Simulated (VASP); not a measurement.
A run of VASP 6.6.1 is set up as follows.

INCAR

```
PREC = Accurate
ENCUT = 520
EDIFF = 1E-6
ISMEAR = -1
SIGMA = 0.01
LREAL = False
LASPH = True
NELM = 120
ALGO = Normal
ISIF = 2
LWAVE = False
LCHARG = False
GGA = PE
NELECT = 146.0
NBANDS = 88
GGA_COMPAT = False
```

File KPOINTS:

```
Automatic mesh
0
Gamma
  1 1 1
```

The input POSCAR:

```
Hf3Si4O16
1.0
    6.6465279200      0.0000000000      0.0000000000
    0.0000000000      6.6465279200      0.0000000000
    0.0000000000      0.0000000000      6.0147349600
Hf Si O
3 4 16
Direct
    0.0005100407     -0.0001227709      0.0002136420
    0.0005288475      0.4998745270      0.2672370455
    0.5005095954     -0.0001277359      0.7331920740
    0.0005305025      0.4998758811      0.7409711367
    0.5005086927     -0.0001293909      0.2594564865
    0.0005113948     -0.0001268331      0.5002137285
    0.5005276499      0.4998725711      0.0002143070
    0.0005309539      0.8156398446      0.3264539523
    0.5005408899      0.2889131022      0.8598811144
    0.1829741806      0.4998501533      0.5670459335
    0.6973874263     -0.0001421795      0.0911867279
    0.3036453054     -0.0001185581      0.0911639505
    0.8180875888      0.4998921301      0.5670441046
    0.0005010135      0.1841054479      0.3264539523
    0.5005148613      0.7108287300      0.8598757941
    0.2895702874      0.4998617383      0.1405508315
    0.8162786744     -0.0001364622      0.6739736708
    0.0005387775      0.6967451361      0.9092530322
    0.5005226849      0.1823139863      0.4333845161
    0.0005148553      0.3030042188      0.9092530322
    0.5004888327      0.8174270936      0.4333815234
    0.1847439768     -0.0001147968      0.6739725070
    0.7114836584      0.4998859615      0.1405501665
```

Potentials or basis: VASP PAW PBE potentials, release 64 (Hf_pv, Si, O).

Command:

```sh
$ cat potpaw_PBE.64/Hf_pv/POTCAR potpaw_PBE.64/Si/POTCAR potpaw_PBE.64/O/POTCAR > POTCAR
$ mpirun -np 1 vasp_gam > vasp.out
```

Task: Predict the largest force.

Result: 0.198 eV/Å.

Forces in eV/Å, atoms in the order of the input:
```
Hf   0.000  0.000  0.000
Hf   0.000  0.000  0.070
Hf   0.000  0.000 -0.070
Si   0.000  0.000  0.087
Si   0.000  0.000 -0.087
Si   0.000  0.000  0.000
Si   0.000  0.000  0.000
O    0.000 -0.134 -0.115
O    0.000 -0.185 -0.069
O    0.011  0.000 -0.146
O    0.129  0.000 -0.081
O   -0.129  0.000 -0.081
O   -0.011  0.000 -0.146
O    0.000  0.134 -0.115
O    0.000  0.185 -0.069
O   -0.185  0.000  0.069
O   -0.134  0.000  0.115
O    0.000  0.129  0.081
O    0.000  0.011  0.146
O    0.000 -0.129  0.081
O    0.000 -0.011  0.146
O    0.134  0.000  0.115
O    0.186  0.000  0.069
```

Caveat: the k points lie up to 1.04 Å⁻¹ apart, too coarse for converged energies, forces and pressures; the cell carries a net charge on a neutralising background, which shifts energy and pressure.
